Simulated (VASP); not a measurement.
A run of VASP 6.6.1:

The input POSCAR:

```
PbS
1.0
    0.0000000000      3.0239167281      3.0239167281
    3.0239167281      0.0000000000      3.0239167281
    3.0239167281      3.0239167281      0.0000000000
Pb S
1 1
Direct
    0.0000000000      0.0000000000      0.0000000000
    0.5000000000      0.5000000000      0.5000000000
```

INCAR.step1

```
SYSTEM = PbS
PREC     = Accurate       ! precision mode
ENCUT    = 520            ! plane-wave cutoff, eV
EDIFF    = 1E-5           ! SCF threshold, eV
ISMEAR   = -1             ! smearing method
SIGMA    = 0.05           ! smearing width, eV
LREAL    = .FALSE.        ! projectors in reciprocal space
LASPH    = .TRUE.         ! aspherical terms in the spheres
NELM     = 100            ! most SCF steps
ALGO     = Normal         ! electronic algorithm
ISIF     = 2              ! what is computed and relaxed
LWAVE    = .TRUE.         ! write WAVECAR
LCHARG   = .FALSE.        ! write CHGCAR
NBANDS   = 17             ! bands
GGA      = PE             ! functional
```

The input INCAR.step2:

```
SYSTEM = PbS
PREC     = Accurate       ! precision mode
ENCUT    = 520            ! plane-wave cutoff, eV
EDIFF    = 1E-7           ! SCF threshold, eV
ISMEAR   = -1             ! smearing method
SIGMA    = 0.05           ! smearing width, eV
LREAL    = .FALSE.        ! projectors in reciprocal space
LASPH    = .TRUE.         ! aspherical terms in the spheres
NELM     = 100            ! most SCF steps
ALGO     = Normal         ! electronic algorithm
ISIF     = 2              ! what is computed and relaxed
LWAVE    = .FALSE.        ! write WAVECAR
LCHARG   = .FALSE.        ! write CHGCAR
GGA      = PE             ! functional
LHFCALC  = .TRUE.         ! exact exchange
AEXX     = 0.25           ! exact-exchange fraction
PRECFOCK = Normal       
NBANDS   = 17             ! bands
ISTART   = 1
```

File KPOINTS:

```
Automatic mesh
0
G
  4 4 4
  0 0 0
```

Potentials or basis: VASP PAW PBE potentials, release 64 (Pb_d, S).

Command:

```sh
$ cat potpaw_PBE.64/Pb_d/POTCAR potpaw_PBE.64/S/POTCAR > POTCAR
$ cp INCAR.step1 INCAR
$ mpirun -np 1 vasp_std > vasp.out
$ cp INCAR.step2 INCAR
$ mpirun -np 1 vasp_std > vasp.out
```

Hardware: 1 thread of Intel Xeon 6975P-C, on a shared host.

Estimate the wall time of this run.

It took 8.5 min on 1 thread of Intel Xeon 6975P-C (shared host), peak memory 0.19 GiB. Counts: k points 8.
